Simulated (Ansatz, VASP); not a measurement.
# Two plane-wave programs on Cu

File INCAR:

```
  ALGO = Normal
  DIPOL = 0.5 0.5 0.500
  EDIFF = 1E-7
  ENCUT = 520
  GGA = PS
  IDIPOL = 3
  ISIF = 2
  ISMEAR = -1
  LASPH = True
  LCHARG = False
  LDIPOL = True
  LREAL = False
  LWAVE = False
  NBANDS = 36
  NELM = 80
  PREC = Accurate
  SIGMA = 0.05
```

File KPOINTS:

```
k-points
0
Gamma
  14 14 1
```

The input POSCAR:

```
Cu
1.0
    2.5192775978      0.0000000000      0.0000000000
    0.0000000000      2.5192775978      0.0000000000
    0.0000000000      0.0000000000     23.1256000000
Cu
5
Direct
    0.0000000000      0.0000000000      0.3459371198
    0.5000000000      0.5000000000      0.4229685597
    0.0000000000      0.0000000000      0.5000000000
    0.5000000000      0.5000000000      0.5770314403
    0.0000000000      0.0000000000      0.6540628802
```

Input for Ansatz:

```yaml
crystal:
  lattice:
    - [2.5192775978, 0.0, 0.0]
    - [0.0, 2.5192775978, 0.0]
    - [0.0, 0.0, 23.1256]
  atoms:
    - { symbol: Cu, position: [0.0, 0.0, 0.3459371198] }
    - { symbol: Cu, position: [0.5, 0.5, 0.4229685597] }
    - { symbol: Cu, position: [0.0, 0.0, 0.5] }
    - { symbol: Cu, position: [0.5, 0.5, 0.5770314403] }
    - { symbol: Cu, position: [0.0, 0.0, 0.6540628802] }
kpoints:
  mp_grid: { grid: [14, 14, 1] }
scf:
  occupations: { method: fermi_dirac, width: 0.05 }
hamiltonian:
  xc: pbesol
  pseudopotentials: { kind: paw }
output:
  forces: true
  stress: true
  eigenvalues: true
  populations: true
efield:
  axis: 3
  amplitude: 0
  dipole_correction: true
```

Alike in both runs: task single point; functional PBEsol; k mesh 14 × 14 × 1; occupations fermi-dirac, width 0.05 eV; no spin polarisation.

|  | VASP | Ansatz |
| --- | --- | --- |
| version | VASP 6.6.1 | Ansatz 0.2.0 |
| potentials or method | VASP PAW PBE potentials, release 64 (Cu) | PAW with Ansatz's default frozen-core files, scalar-relativistic |
| plane-wave cutoff (eV) | 520 | 420 |
| valence electrons in the cell | 55 | 95 |

Ansatz gave:

```
rms of the force components (eV/Å) : 0.129
```

Question: Which values does VASP return?

Answer: rms of the force components (eV/Å): 0.120.

VASP's potentials were made for PBE, not for PBEsol. Atom by atom the forces differ by 0.012 eV/Å (rms over components). VASP's potentials hold 55 valence electrons a cell and Ansatz's 95, so a difference there can come from the potentials and not from the codes.
